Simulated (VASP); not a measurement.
Input of a VASP 6.6.1 run:

File INCAR:

```
PREC     = Accurate       # precision mode
ENCUT    = 520            # plane-wave cutoff, eV
EDIFF    = 1E-7           # SCF threshold, eV
ISMEAR   = -1             # smearing method
SIGMA    = 0.1            # smearing width, eV
LREAL    = False          # projectors in reciprocal space
LASPH    = True           # aspherical terms in the spheres
NELM     = 100            # most SCF steps
ALGO     = Normal         # electronic algorithm
ISIF     = 2              # what is computed and relaxed
LWAVE    = False          # write WAVECAR
LCHARG   = False          # write CHGCAR
GGA      = PE             # functional
NBANDS   = 18             # bands
```

File KPOINTS:

```
regular mesh
0
Gamma
  12 12 12
```

File POSCAR:

```
Sc
1.0
    0.0000000000      2.4850328776      2.4850328776
    2.4850328776      0.0000000000      2.4850328776
    2.4850328776      2.4850328776      0.0000000000
Sc
2
Direct
   -0.1250000000     -0.1250000000     -0.1250000000
    0.1250000000      0.1250000000      0.1250000000
```

Potentials or basis: VASP PAW PBE potentials, release 64 (Sc_sv).

The run is started by

```sh
$ cat potpaw_PBE.64/Sc_sv/POTCAR > POTCAR
$ mpirun -np 1 vasp_std > vasp.out
```

(1) What does it give for the pressure?

(2) Estimate the band gap on the k mesh.

Answers

(1) 34.6 GPa.

(2) zero (band 11 reaches 7.54 eV, above the bottom of band 12 at 6.16 eV).
